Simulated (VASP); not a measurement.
Runs of VASP 6.6.1 on MgS. It takes space group P6_3mc (No. 186, hexagonal). Conventional cell: a = 4.035 Å, b = 4.035 Å, c = 6.432 Å, α = 90.00°, β = 90.00°, γ = 120.00°. Within 3.2 Å of Mg (site symmetry 3m) lie 4 S at 2.45 to 2.47 Å. Within 3.2 Å of S (site symmetry 3m) lie 4 Mg at 2.45 to 2.47 Å. 

```csv
level,potentials or basis,spin,U,k mesh,cutoff (eV),smearing,gap on the mesh (eV),pressure (GPa),largest force (eV/Å)
LDA+U,"VASP PAW LDA potentials, release 64 (Mg, S)",off,S p U = 2.7 eV,6 × 6 × 2,600,gaussian 0.1 eV,3.08,-2.0,0.05
PBE+U,"VASP PAW PBE potentials, release 64 (Mg, S)",off,S p U = 6.8 eV,6 × 6 × 2,600,gaussian 0.1 eV,3.21,2.0,0.05
PBE,"VASP PAW PBE potentials, release 64 (Mg, S)","non-collinear, zero start, SOC",-,"3 × 3 × 1, shifted",500,gaussian 0.1 eV,-,(a),0.05
PBE+U,"VASP PAW PBE potentials, release 64 (Mg, S)",off,S p U = 5.9 eV,6 × 6 × 2,600,fermi-dirac 0.136057 eV,3.25,(b),0.05
```

Alike in all rows: task single point; cell as given.

**Question.** Fill in the values left out.

**Answer.** (a) 1.1; (b) 1.8.

Caveats: some runs use coarse meshes.

